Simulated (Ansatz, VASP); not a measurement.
# Two plane-wave programs on Zr

The input INCAR:

```
SYSTEM = Zr
ALGO = Normal
EDIFF = 1E-7
ENCUT = 520
GGA = PE
ISIF = 2
ISMEAR = -1
LASPH = .TRUE.
LCHARG = .TRUE.
LELF = .TRUE.
LREAL = .FALSE.
LVHAR = .TRUE.
LWAVE = .FALSE.
NBANDS = 19
NELM = 60
PREC = Accurate
SIGMA = 0.1
```

Contents of KPOINTS:

```
k-points
0
G
  10 10 10
  0 0 0
```

Contents of POSCAR:

```
Zr
1.0
    0.0000000000      3.2653683651      3.2653683651
    3.2653683651      0.0000000000      3.2653683651
    3.2653683651      3.2653683651      0.0000000000
Zr
2
Direct
    0.1250000000      0.1250000000      0.1250000000
    0.8750000000      0.8750000000      0.8750000000
```

Input for Ansatz:

```yaml
crystal:
  lattice:
    - [0.0, 3.2653683651, 3.2653683651]
    - [3.2653683651, 0.0, 3.2653683651]
    - [3.2653683651, 3.2653683651, 0.0]
  atoms:
    - { symbol: Zr, position: [0.125, 0.125, 0.125] }
    - { symbol: Zr, position: [0.875, 0.875, 0.875] }
hamiltonian:
  xc: pbe
  pseudopotentials:
    kind: paw
    azcp:
      Zr: "pseudopotentials/Zr.paw.azcp"
basis:
  ecutwfc: 420
  fft_grid_basis: typed
kpoints:
  mp_grid: { grid: [10, 10, 10], shift: [0, 0, 0] }
magnetization:
  spin_polarized: false
scf:
  occupations: { method: fermi_dirac, width: 0.1 }
  lower_state_search: "off"
output:
  stress: true
```

Alike in both runs: task single point; functional PBE; k mesh 10 × 10 × 10; occupations fermi-dirac, width 0.1 eV; no spin polarisation.

|  | VASP | Ansatz |
| --- | --- | --- |
| version | VASP 6.6.1 | Ansatz 0.2.0 |
| potentials or method | VASP PAW PBE potentials, release 64 (Zr_sv), cutoff 520 eV | plane waves (420 eV) with PAW, scalar-relativistic |
| valence electrons in the cell | 24 | 24 |

VASP gave:

| Item | Value |
| --- | --- |
| pressure (GPa) | -2.9 |

Which values does Ansatz return?

Pressure (GPa): -3.0.

The functional is the same, so the differences come from potentials, cutoffs and numerics.
